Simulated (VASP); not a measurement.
Set up this calculation in VASP 6.6.1, as the native input.

| Item | Value |
| --- | --- |
| Task | single point |
| Functional | r2SCAN |
| Potentials or basis | VASP PAW PBE potentials, release 64 (Os) |
| Cutoff | 520 eV |
| k mesh | 13 × 13 × 7 |
| Occupations | fermi-dirac, width 0.01 eV |
| Spin | no spin polarisation |
| Dipole correction | no |
| Further INCAR settings | ALGO = Normal; EDIFF = 1e-07; NBANDS = 15 |

The system is Os.

```
Os
1.0
     2.73938    0.00000    0.00000
    -1.36969    2.37237    0.00000
     0.00000    0.00000    4.31382
Os
2
Cartesian
  0.0000 1.5816 1.0785
  1.3697 0.7908 3.2354
```

These files were run (other wordings do the same):

POSCAR

```
Os
1.0
    2.7393806551      0.0000000000      0.0000000000
   -1.3696903275      2.3723732379      0.0000000000
    0.0000000000      0.0000000000      4.3138178725
Os
2
Direct
    0.3333333333      0.6666666667      0.2500000000
    0.6666666667      0.3333333333      0.7500000000
```

INCAR.step1

```
SYSTEM = Os
PREC     = Accurate       ! precision mode
ENCUT    = 520            ! plane-wave cutoff, eV
ISMEAR   = -1             ! smearing method
SIGMA    = 0.01           ! smearing width, eV
LREAL    = .FALSE.        ! projectors in reciprocal space
LASPH    = .TRUE.         ! aspherical terms in the spheres
NELM     = 100            ! most SCF steps
NBANDS   = 15             ! bands
GGA      = PE             ! functional
ALGO     = Normal         ! electronic algorithm
EDIFF    = 1E-4           ! SCF threshold, eV
LWAVE    = .TRUE.         ! write WAVECAR
LCHARG   = .FALSE.        ! write CHGCAR
```

INCAR.step2

```
SYSTEM = Os
PREC     = Accurate       ! precision mode
ENCUT    = 520            ! plane-wave cutoff, eV
EDIFF    = 1E-7           ! SCF threshold, eV
ISMEAR   = -1             ! smearing method
SIGMA    = 0.01           ! smearing width, eV
LREAL    = .FALSE.        ! projectors in reciprocal space
LASPH    = .TRUE.         ! aspherical terms in the spheres
NELM     = 100            ! most SCF steps
ALGO     = Normal         ! electronic algorithm
ISIF     = 2              ! what is computed and relaxed
LWAVE    = .FALSE.        ! write WAVECAR
LCHARG   = .FALSE.        ! write CHGCAR
METAGGA  = R2SCAN         ! meta-GGA
LMIXTAU  = .TRUE.       
NBANDS   = 15             ! bands
ISTART   = 1
```

KPOINTS

```
regular mesh
0
G
  13 13 7
  0 0 0
```

Potentials or basis: VASP PAW PBE potentials, release 64 (Os).

The run is started by

```sh
$ cat potpaw_PBE.64/Os/POTCAR > POTCAR
$ cp INCAR.step1 INCAR
$ mpirun -np 1 vasp_std > vasp.out
$ cp INCAR.step2 INCAR
$ mpirun -np 1 vasp_std > vasp.out
```

It gave:

```
Pressure               : 0.8 GPa
Band gap on the k mesh : zero (bands 8 and 9 overlap by 3.97 eV)
```

Caveat: the PAW data sets were made with another functional, which shifts forces and pressure a little; spin-orbit coupling is left out, which moves the levels of the heavy elements.

Wall time 2.2 min on 1 thread of Intel Xeon 8259CL, with other jobs on the host, peak memory 0.16 GiB.
